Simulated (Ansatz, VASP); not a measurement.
Mn8Al7: VASP beside Ansatz

File POSCAR:

```
Mn8Al7
1.0
    5.7162810000      0.0000000000      0.0000000000
    0.0000000000      5.7162810000      0.0000000000
    0.0000000000      0.0000000000      5.7162810000
Al Mn
7 8
Direct
    0.2460368000      0.2486680000      0.2444390000
    0.2419071000      0.2558472000      0.7472695000
    0.0015422000      0.5000745000      0.9948207000
    0.0080578000      0.4999305000      0.5042918000
    0.2479593000      0.7430268000      0.7485311000
    0.7479082000      0.2428416000      0.2502987000
    0.7435409000      0.7483291000      0.7520372000
    0.9921339000      0.9981108000      0.5028993000
    0.2443092000      0.7448140000      0.2574321000
    0.4960298000      0.0045892000      0.9992725000
    0.4958437000      0.0042473000      0.4973295000
    0.7493827000      0.2418043000      0.7437617000
    0.4926540000      0.5086181000      0.9973083000
    0.7550427000      0.7484911000      0.2533939000
    0.5060519000      0.4993679000      0.4922530000
```

The input INCAR.step1:

```
  ALGO = Normal
  EDIFF = 1E-5
  ENCUT = 550
  GGA = PE
  GGA_COMPAT = F
  ISMEAR = -1
  ISPIN = 2
  LASPH = T
  LCHARG = F
  LMAXMIX = 4
  LREAL = F
  LWAVE = T
  MAGMOM = 0 0 0 0 0 0 0 -5 5 5 5 5 -5 5 5
  NBANDS = 80
  NELM = 200
  PREC = Accurate
  SIGMA = 0.1
```

The input INCAR.step2:

```
  ALGO = Normal
  EDIFF = 1E-6
  ENCUT = 550
  GGA_COMPAT = F
  ISIF = 2
  ISMEAR = -1
  ISPIN = 2
  ISTART = 1
  LASPH = T
  LCHARG = F
  LMAXMIX = 4
  LMIXTAU = T
  LORBIT = 11
  LREAL = F
  LWAVE = F
  MAGMOM = 0 0 0 0 0 0 0 -5 5 5 5 5 -5 5 5
  METAGGA = R2SCAN
  NBANDS = 80
  NELM = 200
  PREC = Accurate
  SIGMA = 0.1
```

Contents of KPOINTS:

```
k-points
0
Gamma
  1 1 1
```

Input for Ansatz:

```yaml
crystal:
  lattice:
    - [5.716281, 0.0, 0.0]
    - [0.0, 5.716281, 0.0]
    - [0.0, 0.0, 5.716281]
  atoms:
    - { symbol: Al, position: [0.2460368, 0.248668, 0.244439] }
    - { symbol: Mn, position: [0.9921339, 0.9981108, 0.5028993], spin: -5 }
    - { symbol: Al, position: [0.2419071, 0.2558472, 0.7472695] }
    - { symbol: Al, position: [0.0015422, 0.5000745, 0.9948207] }
    - { symbol: Mn, position: [0.2443092, 0.744814, 0.2574321], spin: 5 }
    - { symbol: Al, position: [0.0080578, 0.4999305, 0.5042918] }
    - { symbol: Al, position: [0.2479593, 0.7430268, 0.7485311] }
    - { symbol: Mn, position: [0.4960298, 0.0045892, 0.9992725], spin: 5 }
    - { symbol: Al, position: [0.7479082, 0.2428416, 0.2502987] }
    - { symbol: Mn, position: [0.4958437, 0.0042473, 0.4973295], spin: 5 }
    - { symbol: Mn, position: [0.7493827, 0.2418043, 0.7437617], spin: 5 }
    - { symbol: Mn, position: [0.492654, 0.5086181, 0.9973083], spin: -5 }
    - { symbol: Mn, position: [0.7550427, 0.7484911, 0.2533939], spin: 5 }
    - { symbol: Mn, position: [0.5060519, 0.4993679, 0.492253], spin: 5 }
    - { symbol: Al, position: [0.7435409, 0.7483291, 0.7520372] }
kpoints:
  mp_grid: { grid: [1, 1, 1], shift: [0, 0, 0] }
hamiltonian:
  xc: r2scan
  pseudopotentials: { kind: nc }
magnetization:
  spin_polarized: true
scf:
  occupations: { method: fermi_dirac, width: "0.1 eV" }
```

Alike in both runs: task single point; functional r2SCAN; k mesh 1 × 1 × 1; collinear spin.

|  | VASP | Ansatz |
| --- | --- | --- |
| version | VASP 6.6.1 | Ansatz 0.2 development build |
| potentials or method | VASP PAW PBE potentials, release 64 (Al, Mn_pv), cutoff 550 eV | scalar-relativistic |
| occupations | fermi-dirac, width 0.1 eV | fermi-dirac |

```csv
,VASP,Ansatz,Ansatz less VASP
net moment per atom (μB),0.46,0.99,+0.533
size of the moment on the site where the two differ most (μB),3.47,2.60,-0.870
```

The net moments are unlike, so the other rows may belong to different states. VASP's potentials were made for PBE, not for r2SCAN. Site moments also hang on the region over which each program counts them. Ansatz's warnings: stability check not made.

The k mesh is coarse, so the values compare programs but aren't converged.
